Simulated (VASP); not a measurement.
Write the native input for VASP 6.6.1 that does the following.

- Task: single point
- Functional: PBE
- Potentials or basis: VASP PAW PBE potentials, release 64 (Si, Hg)
- Cutoff: 500 eV
- k mesh: 10 × 10 × 6
- Occupations: gaussian, width 0.1 eV
- Spin: no spin polarisation
- Dipole correction: no
- Further INCAR settings: ALGO = Normal; EDIFF = 1e-06; NBANDS = 22

The structure of Si4Hg lies in POSCAR:

```
Si4Hg
1.0
    3.5603676566      0.0000000000      0.0000000000
    0.0000000000      3.5603676566      0.0000000000
    0.0000000000      0.0000000000      7.1353813683
Si Hg
4 1
Direct
    0.0000000000      0.5000000000      0.5000000000
    0.5000000000      0.0000000000      0.5000000000
    0.5000000000      0.5000000000      0.7688230633
    0.5000000000      0.5000000000      0.2311769367
    0.0000000000      0.0000000000      0.0000000000
```

The cell was built from a structure type or drawn by symmetry, and may not be a known phase.

One way to write it, as run:

INCAR

```
SYSTEM = Si4Hg
PREC = Accurate
ENCUT = 500
EDIFF = 1E-6
ISMEAR = 0
SIGMA = 0.1
LREAL = .FALSE.
LASPH = .TRUE.
NELM = 120
ALGO = Normal
ISIF = 2
LWAVE = .FALSE.
LCHARG = .FALSE.
GGA = PE
NBANDS = 22
GGA_COMPAT = .FALSE.
```

KPOINTS

```
regular mesh
0
G
  10 10 6
  0 0 0
```

Potentials or basis: VASP PAW PBE potentials, release 64 (Si, Hg).

Command:

```sh
$ cat potpaw_PBE.64/Si/POTCAR potpaw_PBE.64/Hg/POTCAR > POTCAR
$ mpirun -np 1 vasp_std > vasp.out
```

It gave:

```
Pressure               : 0.1 GPa
Largest force          : 0.025 eV/Å
Band gap on the k mesh : zero (bands 14 and 15 overlap by 3.29 eV)
```

Caveat: spin-orbit coupling is left out, which moves the levels of the heavy elements.

Run time: 74 s on 1 thread of AMD EPYC 9R45 96-Core Processor (Zen 5), with other jobs on the host, peak memory 0.26 GiB.
